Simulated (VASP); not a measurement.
# C in VASP: relaxation of the atoms with LDA

Aim: the relaxation of the atoms of C with LDA.

Everything below comes from runs of VASP 6.6.1. Logs are shortened: lines on timing, memory, paths and dates and some standing lists are left out, and cuts for length are marked.

### Step 1. The cell of the first run

The cell holds a slab with vacuum, 4 atoms: a = 2.497 Å, b = 3.532 Å, c = 17.249 Å, α = 90.00°, β = 90.00°, γ = 90.00°.

### Step 2. Relaxation of the atoms, LDA

Contents of INCAR:

```
PREC = Accurate
ENCUT = 520
EDIFF = 1E-6
ISMEAR = -1
SIGMA = 0.02
LREAL = False
LASPH = True
NELM = 80
ALGO = Normal
ISIF = 2
LWAVE = False
LCHARG = False
LDIPOL = True
IDIPOL = 3
DIPOL = 0.5 0.5 0.500
GGA = CA
IBRION = 2
NSW = 32
EDIFFG = -0.01
```

Contents of KPOINTS:

```
regular mesh
0
Gamma
  10 7 1
```

Contents of POSCAR:

```
C
1.0
    2.4973051744      0.0000000000      0.0000000000
    0.0000000000      3.5317228470      0.0000000000
    0.0000000000      0.0000000000     17.2487000000
C
4
Direct
    0.0000000000      0.3360805950      0.4825746385
    0.5000000000      0.1639194050      0.4825746385
    0.5000000000      0.8360806466      0.5174253615
    0.0000000000      0.6639193534      0.5174253615
```

Potentials or basis: VASP PAW LDA potentials, release 64 (C).

Started as:

```console
cat potpaw_LDA.64/C/POTCAR > POTCAR
mpirun -np 1 vasp_std > vasp.out
```

OUTCAR:

```text
PREC = Accurate
   ENCUT = 520
   EDIFF = 1E-6
   ISMEAR = -1
   LREAL = False
   LASPH = True
   NELM = 80
   ISIF = 2
   GGA = CA
   IBRION = 2
   NSW = 32
   EDIFFG = -0.01

 ion  position               nearest neighbor table
   1  0.000  0.336  0.483-   4 1.30   2 1.39   2 1.39
   2  0.500  0.164  0.483-   3 1.30   1 1.39   1 1.39
   3  0.500  0.836  0.517-   2 1.30   4 1.39   4 1.39
   4  0.000  0.664  0.517-   1 1.30   3 1.39   3 1.39

  LATTYP: Found a simple orthorhombic cell.
 ALAT       =     2.4973051744
 B/A-ratio  =     1.4142135624
 C/A-ratio  =     6.9069251835

  Lattice vectors:

 A1 = (   2.4973051744,   0.0000000000,   0.0000000000)
 A2 = (   0.0000000000,   3.5317228470,   0.0000000000)
 A3 = (   0.0000000000,   0.0000000000,  17.2487000000)

Analysis of symmetry for initial positions (statically):
=====================================================================
 Subroutine PRICEL returns:
 Original cell was already a primitive cell.

 Routine SETGRP: Setting up the symmetry group for a
 simple orthorhombic supercell.

 Subroutine GETGRP returns: Found  8 space group operations
 (whereof  4 operations were pure point group operations)
 out of a pool of  8 trial point group operations.

The static configuration has the point symmetry C_2h.
 The point group associated with its full space group is D_2h.

Analysis of symmetry for dynamics (positions and initial velocities):
=====================================================================
 Subroutine PRICEL returns:
 Original cell was already a primitive cell.

 Routine SETGRP: Setting up the symmetry group for a
 simple orthorhombic supercell.

 Subroutine GETGRP returns: Found  8 space group operations
 (whereof  4 operations were pure point group operations)
 out of a pool of  8 trial point group operations.

The dynamic configuration has the point symmetry C_2h.
 The point group associated with its full space group is D_2h.

 Subroutine INISYM returns: Found  8 space group operations
 (whereof  4 operations are pure point group operations),
 and found     1 'primitive' translations

----------------------------------------------------------------------------------------
[... 129 lines left out ...]
  energy-cutoff  :      520.00
  volume of cell :      152.13
 maximum number of plane-waves:      4130
 NGX is ok and might be reduce to    20
   NGX =  9   NGY = 13   NGZ = 65

--------------------------------------- Ionic step        1  -------------------------------------------

 number of electron      16.0000001 magnetization

 Free energy of the ion-electron system (eV)
  ---------------------------------------------------
  ext. energy  EPLUGINS =         0.00000000
  ---------------------------------------------------
  free energy    TOTEN  =       -36.88090625 eV

  energy without entropy =      -36.87975072  energy(sigma->0) =      -36.88032848

------------------------ aborting loop because EDIFF is reached ----------------------------------------

  FORCE on cell =-STRESS in cart. coord.  units (eV):
  Direction    XX          YY          ZZ          XY          YZ          ZX
  --------------------------------------------------------------------------------------
  -------------------------------------------------------------------------------------
  Total        7.0865268     24.7784624      0.0039238      0.0000000      0.0000000      0.0000000
  in kB       74.6327453    260.9578312      0.0413242      0.0000000      0.0000000      0.0000000
  external PRESSURE =     111.8773002 kB  Pullay stress =       0.0000000 kB
[... 95 lines left out ...]
  FREE ENERGIE OF THE ION-ELECTRON SYSTEM (eV)
  ---------------------------------------------------
  free  energy   TOTEN  =       -36.8809969702 eV

  energy  without entropy=      -36.8797992061  energy(sigma->0) =      -36.88039809

 dipolmoment           0.000000      0.000000     -0.000000 electrons x Angstroem

--------------------------------------- Ionic step        4  -------------------------------------------

 number of electron      16.0000001 magnetization

------------------------ aborting loop because EDIFF is reached ----------------------------------------
[... 33 lines left out ...]
--------------------------------------- Ionic step        5  -------------------------------------------

 number of electron      16.0000001 magnetization

 dipolmoment           0.000000      0.000000      0.000000 electrons x Angstroem

 Free energy of the ion-electron system (eV)
  ---------------------------------------------------
  ext. energy  EPLUGINS =         0.00000000
  ---------------------------------------------------
  free energy    TOTEN  =       -36.88111580 eV

  energy without entropy =      -36.87996061  energy(sigma->0) =      -36.88053820

 E-fermi :  -1.6299     XC(G=0):  -2.8533

 val. band max:       -1.6952175889   @ k =   0.2000   0.0000   0.0000
 cond. band min:      -1.6298287690   @ k =   0.0000   0.1429   0.0000
 fundamental gap:      0.0653888200
 Fermi energy:        -1.6298781767

 k-point     1 :       0.0000    0.0000    0.0000
  band No.  band energies     occupation
      1     -23.0862      2.00000
      2     -15.3501      2.00000
      3     -15.2135      2.00000
      4     -10.7035      2.00000
      5     -10.2838      2.00000
      6      -7.3964      2.00000
      7      -5.5182      2.00000
      8      -1.4258      0.00007
      9      -0.9852      0.00000
     10       1.6971      0.00000
     11       1.8068      0.00000
     12       2.5767      0.00000
[... 333 lines left out ...]
      1     -17.5615      2.00000
      2     -17.5615      2.00000
      3     -16.0788      2.00000
      4     -16.0788      2.00000
      5      -8.1579      2.00000
      6      -8.1579      2.00000
      7      -5.4725      2.00000
      8      -5.4725      2.00000
      9       0.6280      0.00000
     10       0.6280      0.00000
     11       7.5850      0.00000
     12       7.5850      0.00000

------------------------ aborting loop because EDIFF is reached ----------------------------------------

 vacuum level on the upper side and lower side of the slab       (xc-potential included)        -0.129        -0.129

  FORCE on cell =-STRESS in cart. coord.  units (eV):
  Direction    XX          YY          ZZ          XY          YZ          ZX
  --------------------------------------------------------------------------------------
  -------------------------------------------------------------------------------------
  Total        7.0618995     24.4559642     -0.0330625      0.0000000      0.0000000      0.0000000
  in kB       74.3733795    257.5613973     -0.3482022      0.0000000      0.0000000      0.0000000
  external PRESSURE =     110.5288582 kB  Pullay stress =       0.0000000 kB
[... 19 lines left out ...]
  FREE ENERGIE OF THE ION-ELECTRON SYSTEM (eV)
  ---------------------------------------------------
  free  energy   TOTEN  =       -36.8811158039 eV

  energy  without entropy=      -36.8799606055  energy(sigma->0) =      -36.88053820

 reached required accuracy - stopping structural energy minimisation

 vacuum level on the upper side and lower side of the slab         1.961         1.961
```

OSZICAR:

```text
N       E                     dE             d eps       ncg     rms          rms(c)
DAV:   1     0.122526872892E+03    0.12253E+03   -0.66021E+03   648   0.100E+03
DAV:   2    -0.254923625682E+02   -0.14802E+03   -0.13807E+03  1028   0.219E+02
DAV:   3    -0.410005380411E+02   -0.15508E+02   -0.15267E+02   708   0.837E+01
[... 35 lines left out ...]
       N       E                     dE             d eps       ncg     rms          rms(c)
DAV:   1    -0.368811208772E+02   -0.72390E-04   -0.14488E-02   576   0.110E+00    0.287E-02
DAV:   2    -0.368811184965E+02    0.23807E-05   -0.14229E-04   772   0.102E-01    0.183E-02
DAV:   3    -0.368811162080E+02    0.22885E-05   -0.19838E-05   616   0.413E-02    0.333E-03
DAV:   4    -0.368811158039E+02    0.40405E-06   -0.26278E-06   632   0.143E-02
   5 F= -.36881116E+02 E0= -.36880538E+02  d E =-.118834E-03
```

It took 67 s on 1 thread of Intel Xeon Platinum 8375C at 2.90GHz (Ice Lake), shared host; peak memory 0.21 GiB.

Results:

```
Free energy                  : -36.8811 eV
Energy gained by relaxing    : 0.1 meV/atom
Ionic steps                  : 5
Largest force after relaxing : 0.009 eV/Å
Band gap on the k mesh       : zero (band 8 reaches -1.43 eV, above the bottom of band 9 at -2.38 eV)
```

Forces in eV/Å, atoms in the order of the input:
```
C    0.000  0.009  0.000
C    0.000 -0.009  0.000
C    0.000  0.009  0.000
C    0.000 -0.009  0.000
```

The path:
```csv
step,energy change (eV),largest force (eV/Å),pressure (GPa)
1,0.0000,0.0341,11.19
2,-0.0001,0.0700,11.10
3,-0.0001,0.0569,11.11
4,-0.0001,0.0437,11.10
5,-0.0002,0.0091,11.05
```

Final structure:
```xyz
4
Lattice="2.4973 0.0000 0.0000 0.0000 3.5317 0.0000 0.0000 0.0000 17.2487" Properties=species:S:1:pos:R:3 pbc="T T T"
C     0.0000    1.1878    8.3209
C     1.2487    0.5781    8.3209
C     1.2487    2.9536    8.9278
C     0.0000    2.3440    8.9278
```

Levels at points of the mesh, in eV from the Fermi level:
| k point | band 5 | band 6 | band 7 | band 8 | band 9 | band 10 | band 11 | band 12 |
| --- | --- | --- | --- | --- | --- | --- | --- | --- |
| (0.00, 0.00, 0.00) | -8.65 | -5.77 | -3.89 | 0.20 | 0.64 | 3.33 | 3.44 | 4.21 |
| (0.50, 0.00, 0.00) | -9.57 | -9.57 | -4.02 | -4.02 | 1.52 | 1.52 | 8.71 | 8.71 |
